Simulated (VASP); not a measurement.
A run of VASP 6.6.1:

The input POSCAR:

```
Rb
1.0
   -2.8677202310      2.8677202310      2.8677202310
    2.8677202310     -2.8677202310      2.8677202310
    2.8677202310      2.8677202310     -2.8677202310
Rb
1
Direct
    0.0000000000      0.0000000000      0.0000000000
```

The input INCAR.step1:

```
ALGO = Normal
EDIFF = 1E-4
ENCUT = 520
GGA = PE
ISMEAR = 1
LASPH = T
LCHARG = F
LREAL = F
LWAVE = T
NBANDS = 10
NELM = 80
PREC = Accurate
SIGMA = 0.03
```

INCAR.step2

```
ALGO = Normal
EDIFF = 1E-6
ENCUT = 520
ISIF = 2
ISMEAR = 1
ISTART = 1
LASPH = T
LCHARG = T
LELF = T
LMIXTAU = T
LREAL = F
LVHAR = T
LWAVE = F
METAGGA = R2SCAN
NBANDS = 10
NELM = 80
PREC = Accurate
SIGMA = 0.03
```

File KPOINTS:

```
k-points
0
Gamma
  8 8 8
```

Potentials or basis: VASP PAW PBE potentials, release 64 (Rb_sv).

Command:

```bash
$ cat potpaw_PBE.64/Rb_sv/POTCAR > POTCAR
$ cp INCAR.step1 INCAR
$ mpirun -np 1 vasp_std > vasp.out
$ cp INCAR.step2 INCAR
$ mpirun -np 1 vasp_std > vasp.out
```

Hardware: 1 thread of Intel(R) Xeon(R) 6975P-C (Granite Rapids), with other jobs on the host.

Task: How long does it take, and how much memory?

Result: It took 56 s on 1 thread of Intel(R) Xeon(R) 6975P-C (Granite Rapids), with other jobs on the host, peak memory 0.25 GiB. Counts: k points 29.
